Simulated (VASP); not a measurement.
# Pd: single point with PBEsol

Pd:

```
Pd
1.0
     2.80667    0.00000    0.00000
    -1.40333    2.43065    0.00000
     0.00000    0.00000    9.25037
Pd
4
Direct
  0.00000 0.00000 0.00000
  0.00000 0.00000 0.50000
  0.33333 0.66667 0.25000
  0.66667 0.33333 0.75000
```

This isn't the form of Pd at room conditions, which is fcc.

| Item | Value |
| --- | --- |
| Program | VASP 6.6.1 |
| Task | single point |
| Functional | PBEsol |
| Potentials or basis | VASP PAW PBE potentials, release 64 (Pd) |
| Cutoff | 520 eV |
| k mesh | 15 × 15 × 4 |
| Occupations | fermi-dirac, width 0.1 eV |
| Spin | no spin polarisation |

The pressure is -12.8 GPa. The band gap on the k mesh is zero (bands 20 and 21 overlap by 0.82 eV).

Stress tensor (GPa, compression positive):
```
-12.77   0.00   0.00
  0.00 -12.77   0.00
  0.00   0.00 -12.86
```

Levels at points of the mesh, in eV from the Fermi level:
| k point | band 18 | band 19 | band 20 | band 21 | band 22 | band 23 |
| --- | --- | --- | --- | --- | --- | --- |
| (0.00, 0.00, 0.00) | -0.97 | -0.97 | -0.66 | -0.66 | -0.14 | -0.14 |
| (0.00, 0.00, 0.50) | -1.19 | -0.85 | -0.85 | -0.36 | -0.36 | -0.36 |

It took 74 s on 1 thread of AMD EPYC 9R45 (Zen 5), with other jobs on the host, peak memory 0.21 GiB.

Caveat: the cell stands under tension; the PAW data sets were made with another functional, which shifts forces and pressure a little.
